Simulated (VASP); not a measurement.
# NaI (Fm-3m) in VASP: a series of runs

NaI is run at these levels: PBEsol; tasks: single point.

All numbers are computed with VASP 6.6.1; they aren't measurements. Logs are shortened: lines on timing, memory, paths and dates and some standing lists are left out, and cuts for length are marked.

## 1. The cell of the first run

The structure is cubic, space group Fm-3m (No. 225). Conventional cell: a = 6.459 Å, b = 6.459 Å, c = 6.459 Å, α = 90.00°, β = 90.00°, γ = 90.00°. Within 4.2 Å of Na (site symmetry m-3m) lie 6 I at 3.23 Å. Within 4.2 Å of I (site symmetry m-3m) lie 6 Na at 3.23 Å.

## 2. Single point, PBEsol

The input, INCAR:

```
SYSTEM = NaI
  ALGO = Normal
  EDIFF = 1E-6
  ENCUT = 520
  GGA = PS
  ISIF = 2
  ISMEAR = 0
  LASPH = .TRUE.
  LCHARG = .TRUE.
  LELF = .TRUE.
  LREAL = .FALSE.
  LVHAR = .TRUE.
  LWAVE = .FALSE.
  NBANDS = 14
  NELM = 80
  PREC = Accurate
  SIGMA = 0.01
```

The input, KPOINTS:

```
k-points
0
G
  5 5 5
  0 0 0
```

The input, POSCAR:

```
NaI
1.0
    0.0000000000      3.2297205553      3.2297205553
    3.2297205553      0.0000000000      3.2297205553
    3.2297205553      3.2297205553      0.0000000000
Na I
1 1
Direct
    0.0000000000      0.0000000000      0.0000000000
    0.5000000000      0.5000000000      0.5000000000
```

Potentials or basis: VASP PAW PBE potentials, release 64 (Na_pv, I).

The run is started by

```
$ cat potpaw_PBE.64/Na_pv/POTCAR potpaw_PBE.64/I/POTCAR > POTCAR
$ mpirun -np 1 vasp_std > vasp.out
```

OUTCAR:

```text
SYSTEM = NaI
   EDIFF = 1E-6
   ENCUT = 520
   GGA = PS
   ISIF = 2
   ISMEAR = 0
   LASPH = .TRUE.
   LREAL = .FALSE.
   NELM = 80
   PREC = Accurate

 ion  position               nearest neighbor table
   1  0.000  0.000  0.000-
   2  0.500  0.500  0.500-

  LATTYP: Found a face centered cubic cell.
 ALAT       =     6.4594411106

  Lattice vectors:

 A1 = (   0.0000000000,   3.2297205553,   3.2297205553)
 A2 = (   3.2297205553,   0.0000000000,   3.2297205553)
 A3 = (   3.2297205553,   3.2297205553,   0.0000000000)

Analysis of symmetry for initial positions (statically):
=====================================================================
 Subroutine PRICEL returns:
 Original cell was already a primitive cell.

 Routine SETGRP: Setting up the symmetry group for a
 face centered cubic supercell.

 Subroutine GETGRP returns: Found 48 space group operations
 (whereof 48 operations were pure point group operations)
 out of a pool of 48 trial point group operations.

The static configuration has the point symmetry O_h .

Analysis of symmetry for dynamics (positions and initial velocities):
=====================================================================
 Subroutine PRICEL returns:
 Original cell was already a primitive cell.

 Routine SETGRP: Setting up the symmetry group for a
 face centered cubic supercell.

 Subroutine GETGRP returns: Found 48 space group operations
 (whereof 48 operations were pure point group operations)
 out of a pool of 48 trial point group operations.

The dynamic configuration has the point symmetry O_h .

 Subroutine INISYM returns: Found 48 space group operations
 (whereof 48 operations are pure point group operations),
 and found     1 'primitive' translations

----------------------------------------------------------------------------------------

                                     Primitive cell

  volume of cell :      67.3790

  direct lattice vectors                    reciprocal lattice vectors
     0.000000000  3.229720555  3.229720555    -0.154812155  0.154812155  0.154812155
     3.229720555  0.000000000  3.229720555     0.154812155 -0.154812155  0.154812155
     3.229720555  3.229720555  0.000000000     0.154812155  0.154812155 -0.154812155

  length of vectors
     4.567514612  4.567514612  4.567514612     0.268142519  0.268142519  0.268142519

  position of ions in fractional coordinates (direct lattice)
     0.000000000  0.000000000  0.000000000
     0.500000000  0.500000000  0.500000000

  ion indices of the primitive-cell ions
   primitive index   ion index
                 1           1
                 2           2

----------------------------------------------------------------------------------------

 KPOINTS: k-points

Automatic generation of k-mesh.
 Grid dimensions read from file:
 generate k-points for:    5    5    5

 Generating k-lattice:

  Cartesian coordinates                     Fractional coordinates (reciprocal lattice)
    -0.030962431  0.030962431  0.030962431     0.200000000  0.000000000  0.000000000
     0.030962431 -0.030962431  0.030962431     0.000000000  0.200000000  0.000000000
     0.030962431  0.030962431 -0.030962431     0.000000000  0.000000000  0.200000000

  Length of vectors
     0.053628504  0.053628504  0.053628504

  Shift w.r.t. Gamma in fractional coordinates (k-lattice)
     0.000000000  0.000000000  0.000000000

 Subroutine IBZKPT returns following result:
 ===========================================

 Found     10 irreducible k-points:

 Following reciprocal coordinates:
            Coordinates               Weight
  0.000000  0.000000  0.000000      1.000000
  0.200000  0.000000  0.000000      8.000000
  0.400000  0.000000  0.000000      8.000000
  0.200000  0.200000  0.000000      6.000000
  0.400000  0.200000  0.000000     24.000000
 -0.400000  0.200000  0.000000     24.000000
 -0.200000  0.200000  0.000000     12.000000
  0.400000  0.400000  0.000000      6.000000
 -0.400000  0.400000  0.000000     12.000000
 -0.400000  0.400000  0.200000     24.000000
   k-points           NKPTS =     10   k-points in BZ     NKDIM =     10   number of bands    NBANDS=     14
   number of dos      NEDOS =    301   number of ions     NIONS =      2
   total plane-waves  NPLWV =  46656
   dimension x,y,z NGX =    36 NGY =   36 NGZ =   36
   dimension x,y,z NGXF=    72 NGYF=   72 NGZF=   72
   ions per type =               1   1
   NGX,Y,Z   is equivalent  to a cutoff of  13.10, 13.10, 13.10 a.u.
   NGXF,Y,Z  is equivalent  to a cutoff of  26.21, 26.21, 26.21 a.u.
 SYSTEM =  NaI
   PREC   = accura    normal or accurate (medium, high low for compatibility)
   ISTART =      0    job   : 0-new  1-cont  2-samecut
   ICHARG =      2    charge: 1-file 2-atom 10-const
   ISPIN  =      1    spin polarized calculation?
   LNONCOLLINEAR =      F non collinear calculations
   LSORBIT =      F    spin-orbit coupling
   LASPH  =      T    aspherical Exc in radial PAW
   ENCUT  =  520.0 eV  38.22 Ry    6.18 a.u.   8.49  8.49  8.49*2*pi/ulx,y,z
   NELM   =     80;   NELMIN=  2; NELMDL= -5     # of ELM steps
   EDIFF  = 0.1E-05   stopping-criterion for ELM
   LREAL  =      F    real-space projection
   EDIFFG = 0.1E-04   stopping-criterion for IOM
   NSW    =      0    number of steps for IOM
   IBRION =     -1    ionic relax: 0-MD 1-quasi-New 2-CG
   NFREE  =      0    steps in history (QN), initial steepest desc. (CG)
   ISIF   =      2    stress and relaxation
   ISYM   =      2    0-nonsym 1-usesym 2-fastsym
   POTIM  = 0.5000    time-step for ionic-motion
   TEBEG  =    0.0;   TEEND  =   0.0 temperature during run
   PSTRESS=    0.0 pullay stress
   NELECT =      14.0000    total number of electrons
   NUPDOWN=      -1.0000    fix difference up-down
   EMIN   =  10.00;   EMAX   =-10.00  energy-range for DOS
   EFERMI =   0.00;   METHOD = LEGACY
   ISMEAR =     0;   SIGMA  =   0.01  broadening in eV -4-tet -1-fermi 0-gaus
   EFERMI_NEDOS =   21; number of points for ismear=-14 and -15
   IALGO  =     38    algorithm
   IMIX   =      4    mixing-type and parameters
     AMIX     =   0.40;   BMIX     =  1.00
     AMIX_MAG =   1.60;   BMIX_MAG =  1.00
  volume/ion in A,a.u.               =      33.69       227.35
  Fermi-wavevector in a.u.,A,eV,Ry     =   0.969637  1.832348 12.792145  0.940196
  Thomas-Fermi vector in A             =   2.099706
   LORBIT       =      0    0 simple, 1 ext, 2 COOP (PROOUT), +10 PAW based schemes
   GGA     = PS    functional components
   LHFCALC =     F    Hartree Fock is set to
   AEXX    =    0.0000 exact exchange contribution
   IVDW    =     0    specifies the selected vdW correction
   LEPSILON=     F    determine dielectric tensor
   LRPA    =     F    only Hartree local field effects (RPA)
 non-spin polarized calculation
 Gauss-broadening in eV      SIGMA  =   0.01
  energy-cutoff  :      520.00
  volume of cell :       67.38
 maximum number of plane-waves:      1837
 NGX is ok and might be reduce to    36
   NGX = 17   NGY = 17   NGZ = 17

 number of electron      13.9999994 magnetization

 Free energy of the ion-electron system (eV)
  ---------------------------------------------------
  ext. energy  EPLUGINS =         0.00000000
  ---------------------------------------------------
  free energy    TOTEN  =        -5.66696088 eV

  energy without entropy =       -5.66696088  energy(sigma->0) =       -5.66696088

 E-fermi :   0.8139     XC(G=0):  -7.8698

 val. band max:        0.7612838024   @ k =   0.0000   0.0000   0.0000
 cond. band min:       4.2826236563   @ k =   0.0000   0.0000   0.0000
 fundamental gap:      3.5213398540
 Fermi energy:         0.8138623226

 k-point     1 :       0.0000    0.0000    0.0000
  band No.  band energies     occupation
      1     -21.4782      2.00000
      2     -21.4782      2.00000
      3     -21.4782      2.00000
      4     -10.3115      2.00000
      5       0.7613      2.00000
      6       0.7613      2.00000
      7       0.7613      2.00000
      8       4.2826      0.00000
      9       8.6066      0.00000
     10       8.6066      0.00000
     11       8.6066      0.00000
     12      10.4877      0.00000
     13      10.4877      0.00000
     14      11.0018      0.00000

 k-point     2 :       0.2000    0.0000    0.0000
  band No.  band energies     occupation
      1     -21.4802      2.00000
      2     -21.4783      2.00000
      3     -21.4783      2.00000
      4     -10.2059      2.00000
      5      -0.2315      2.00000
      6       0.6551      2.00000
      7       0.6551      2.00000
      8       5.3270      0.00000
      9       8.0712      0.00000
     10       8.7806      0.00000
     11       8.7806      0.00000
     12       9.9996      0.00000
     13       9.9996      0.00000
     14      11.3416      0.00000

 k-point     3 :       0.4000    0.0000    0.0000
  band No.  band energies     occupation
      1     -21.4834      2.00000
      2     -21.4785      2.00000
      3     -21.4785      2.00000
      4     -10.0222      2.00000
      5      -1.3202      2.00000
      6       0.4971      2.00000
      7       0.4971      2.00000
      8       5.7302      0.00000
      9       8.2345      0.00000
     10       8.2345      0.00000
     11       9.1969      0.00000
     12      10.7708      0.00000
     13      11.7777      0.00000
     14      11.7777      0.00000

 k-point     4 :       0.2000    0.2000    0.0000
  band No.  band energies     occupation
      1     -21.4798      2.00000
      2     -21.4788      2.00000
      3     -21.4788      2.00000
      4     -10.1736      2.00000
      5      -0.2063      2.00000
      6       0.4648      2.00000
      7       0.4648      2.00000
      8       5.7081      0.00000
      9       7.3203      0.00000
     10       8.4361      0.00000
     11       9.4775      0.00000
     12       9.4775      0.00000
     13      10.9380      0.00000
     14      13.1620      0.00000

 k-point     5 :       0.4000    0.2000    0.0000
  band No.  band energies     occupation
      1     -21.4821      2.00000
      2     -21.4792      2.00000
      3     -21.4791      2.00000
      4     -10.0194      2.00000
      5      -0.9764      2.00000
      6       0.1447      2.00000
      7       0.2925      2.00000
      8       6.2466      0.00000
      9       7.3727      0.00000
     10       8.0088      0.00000
     11       9.2987      0.00000
     12      10.9858      0.00000
     13      12.3705      0.00000
     14      12.8207      0.00000

 k-point     6 :      -0.4000    0.2000    0.0000
  band No.  band energies     occupation
      1     -21.4830      2.00000
      2     -21.4798      2.00000
      3     -21.4788      2.00000
      4      -9.9546      2.00000
      5      -1.2204      2.00000
      6      -0.1655      2.00000
      7       0.3568      2.00000
      8       6.4994      0.00000
      9       7.3656      0.00000
     10       8.7788      0.00000
     11       9.0716      0.00000
     12      11.4241      0.00000
     13      11.6343      0.00000
     14      12.6249      0.00000

 k-point     7 :      -0.2000    0.2000    0.0000
  band No.  band energies     occupation
      1     -21.4816      2.00000
      2     -21.4795      2.00000
      3     -21.4783      2.00000
      4     -10.0754      2.00000
      5      -0.7744      2.00000
      6       0.0768      2.00000
      7       0.5801      2.00000
      8       6.4590      0.00000
      9       7.7960      0.00000
     10       7.9464      0.00000
     11       8.8380      0.00000
     12       9.6625      0.00000
     13      12.1567      0.00000
     14      12.9694      0.00000

 k-point     8 :       0.4000    0.4000    0.0000
  band No.  band energies     occupation
      1     -21.4821      2.00000
      2     -21.4798      2.00000
      3     -21.4798      2.00000
      4      -9.9488      2.00000
      5      -1.0877      2.00000
      6       0.0588      2.00000
      7       0.0588      2.00000
      8       5.4304      0.00000
      9       6.3035      0.00000
     10       9.7363      0.00000
     11      11.3618      0.00000
     12      11.3618      0.00000
     13      12.0458      0.00000
     14      14.7428      0.00000

 k-point     9 :      -0.4000    0.4000    0.0000
  band No.  band energies     occupation
      1     -21.4820      2.00000
      2     -21.4809      2.00000
      3     -21.4796      2.00000
      4      -9.9080      2.00000
      5      -1.0234      2.00000
      6      -0.4547      2.00000
      7       0.0933      2.00000
      8       5.7149      0.00000
      9       6.9676      0.00000
     10       9.6702      0.00000
     11      10.2936      0.00000
     12      10.9421      0.00000
     13      12.6646      0.00000
     14      14.5510      0.00000

 k-point    10 :      -0.4000    0.4000    0.2000
  band No.  band energies     occupation
      1     -21.4819      2.00000
      2     -21.4806      2.00000
      3     -21.4796      2.00000
      4      -9.9263      2.00000
      5      -0.9459      2.00000
      6      -0.4274      2.00000
      7       0.0283      2.00000
      8       6.5689      0.00000
      9       7.5788      0.00000
     10       7.8796      0.00000
     11       9.6483      0.00000
     12      11.6464      0.00000
     13      12.0736      0.00000
     14      14.3403      0.00000

------------------------ aborting loop because EDIFF is reached ----------------------------------------

  FORCE on cell =-STRESS in cart. coord.  units (eV):
  Direction    XX          YY          ZZ          XY          YZ          ZX
  --------------------------------------------------------------------------------------
  -------------------------------------------------------------------------------------
  Total       -0.1565180     -0.1565180     -0.1565180     -0.0000000     -0.0000000      0.0000000
  in kB       -3.7217744     -3.7217744     -3.7217744     -0.0000000     -0.0000000      0.0000000
  external PRESSURE =      -3.7217744 kB  Pullay stress =       0.0000000 kB

 VOLUME and BASIS-vectors are now :
 -----------------------------------------------------------------------------
  energy-cutoff  :      520.00
  volume of cell :       67.38
      direct lattice vectors                 reciprocal lattice vectors
     0.000000000  3.229720555  3.229720555    -0.154812155  0.154812155  0.154812155
     3.229720555  0.000000000  3.229720555     0.154812155 -0.154812155  0.154812155
     3.229720555  3.229720555  0.000000000     0.154812155  0.154812155 -0.154812155

 POSITION                                       TOTAL-FORCE (eV/Angst)
 -----------------------------------------------------------------------------------
      0.00000      0.00000      0.00000         0.000000     -0.000000     -0.000000
      3.22972      3.22972      3.22972        -0.000000      0.000000      0.000000
 -----------------------------------------------------------------------------------
    total drift:                                0.000000      0.000000      0.000000

  FREE ENERGIE OF THE ION-ELECTRON SYSTEM (eV)
  ---------------------------------------------------
  free  energy   TOTEN  =        -5.6669608765 eV

  energy  without entropy=       -5.6669608765  energy(sigma->0) =       -5.66696088
```

It took 8.2 s on 1 thread of AMD EPYC 9R14 (Zen 4), shared host; peak memory 0.17 GiB.

What came out:

| Property | Result |
| --- | --- |
| Free energy | -5.6670 eV |
| Pressure | -0.4 GPa |
| Band gap on the k mesh | 3.52 eV, direct |

Caveat: the PAW data sets were made with another functional, which shifts forces and pressure a little; spin-orbit coupling is left out, which moves the levels of the heavy elements. As with any semilocal functional, this PBEsol gap is likely too small.

## 3. Single point, PBEsol

The input, INCAR:

```
SYSTEM = NaI
PREC = Accurate
ENCUT = 520
EDIFF = 1E-7
ISMEAR = 0
SIGMA = 0.01
LREAL = .FALSE.
LASPH = .TRUE.
NELM = 80
ALGO = Normal
ISIF = 2
LWAVE = .FALSE.
LCHARG = .FALSE.
GGA = PS
NBANDS = 14
```

The input, KPOINTS:

```
Automatic mesh
0
G
  6 6 6
  0 0 0
```

POSCAR is that of step 2.

Potentials or basis: VASP PAW PBE potentials, release 64 (Na_pv, I).

The run is started by

```
$ cat potpaw_PBE.64/Na_pv/POTCAR potpaw_PBE.64/I/POTCAR > POTCAR
$ mpirun -np 1 vasp_std > vasp.out
```

Run time: 12 s. Hardware: 1 thread of AMD EPYC 9R14 (Zen 4), shared host; peak memory 0.18 GiB.

Results (log left out):

```
Free energy            : -5.6678 eV
Pressure               : -0.4 GPa
Band gap on the k mesh : 3.52 eV, direct
```

Levels at points of the mesh, in eV from the valence-band top:
```tsv
k point	band 3	band 4	band 5	band 6	band 7	band 8	band 9	band 10	band 11	band 12
(0.00, 0.00, 0.00)	-22.24	-11.07	0.00	0.00	0.00	3.52	7.85	7.85	7.85	9.73
(0.50, 0.00, 0.00)	-22.24	-10.75	-2.24	-0.29	-0.29	4.95	7.38	7.38	8.74	10.16
(0.50, 0.50, 0.00)	-22.24	-10.67	-1.96	-0.77	-0.77	4.44	5.41	9.75	11.23	11.23
```

Caveat: the PAW data sets were made with another functional, which shifts forces and pressure a little; spin-orbit coupling is left out, which moves the levels of the heavy elements. PBEsol gaps usually lie below the measured ones, often by a third to a half.

## 4. Single point, PBEsol

The input, INCAR:

```
PREC = Accurate
ENCUT = 520
EDIFF = 1E-6
ISMEAR = 0
SIGMA = 0.01
LREAL = False
LASPH = True
NELM = 100
ALGO = Normal
ISIF = 2
LWAVE = False
LCHARG = False
GGA = PS
NBANDS = 14
```

The input, KPOINTS:

```
regular mesh
0
Gamma
  6 6 6
```

POSCAR is that of step 3.

The run is started by

```
$ cat potpaw_PBE.64/Na_pv/POTCAR potpaw_PBE.64/I/POTCAR > POTCAR
$ mpirun -np 1 vasp_std > vasp.out
```

Run time: 10 s. Hardware: 1 thread of AMD EPYC 9R14 (Zen 4), shared host; peak memory 0.17 GiB.

It converged, with:

```yaml
Free_energy: -5.6678 eV
Pressure: -0.4 GPa
Band_gap_on_the_k_mesh: 3.52 eV, direct
```

Levels at points of the mesh, in eV from the valence-band top:
| k point | band 3 | band 4 | band 5 | band 6 | band 7 | band 8 | band 9 | band 10 | band 11 | band 12 |
| --- | --- | --- | --- | --- | --- | --- | --- | --- | --- | --- |
| (0.00, 0.00, 0.00) | -22.24 | -11.07 | 0.00 | 0.00 | 0.00 | 3.52 | 7.85 | 7.85 | 7.85 | 9.73 |
| (0.50, 0.00, 0.00) | -22.24 | -10.75 | -2.24 | -0.29 | -0.29 | 4.95 | 7.38 | 7.38 | 8.74 | 10.16 |
| (0.50, 0.50, 0.00) | -22.24 | -10.67 | -1.96 | -0.76 | -0.76 | 4.44 | 5.41 | 9.75 | 11.23 | 11.23 |

Caveat: the PAW data sets were made with another functional, which shifts forces and pressure a little; spin-orbit coupling is left out, which moves the levels of the heavy elements. As with any semilocal functional, this PBEsol gap is likely too small.
